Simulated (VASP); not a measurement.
SrCl2:

```
Sr Cl
1.0
     0.00000    3.48550    3.48550
     3.48550    0.00000    3.48550
     3.48550    3.48550    0.00000
Sr Cl
1 2
Cartesian
  0.0000 0.0000 0.0000
  1.7428 1.7928 1.7428
  5.2283 5.2283 5.2283
```

| Item | Value |
| --- | --- |
| Program | VASP 6.6.1 |
| Task | relaxation of the atoms |
| Functional | PBE |
| Potentials or basis | VASP PAW PBE potentials, release 64 (Sr_sv, Cl) |
| Cutoff | 450 eV |
| k mesh | 1 × 3 × 1 |
| Occupations | gaussian, width 0.1 eV |
| Spin | no spin polarisation |
| Hubbard terms | Cl p U = 2.1 eV |

At the start: pressure -1.2 GPa; volume 28.23 Å³/atom.

**Question.** Where does the relaxation end?

**Answer.** Over 3 steps the energy falls by 2.7 meV/atom; space group Imm2 (No. 44, to 0.1 Å) before, Fm-3m (No. 225, to 0.1 Å).

Step by step:
```
step  energy change (eV)  largest force (eV/Å)  pressure (GPa)
   1              0.0000                0.1695           -1.16
   2             -0.0027                0.1449           -1.17
   3             -0.0081                0.0777           -1.18
```

Final structure:
```xyz
3
Lattice="0.0000 3.4855 3.4855 3.4855 0.0000 3.4855 3.4855 3.4855 0.0000" Properties=species:S:1:pos:R:3 pbc="T T T"
Sr    3.4847    0.0127    3.4847
Cl    1.7209    1.7870    1.7209
Cl    5.2509    5.2213    5.2509
```

Caveat: the k points lie up to 1.47 Å⁻¹ apart; the relaxation stopped at a loose force limit of 0.09 eV/Å, so its end isn't a converged minimum.
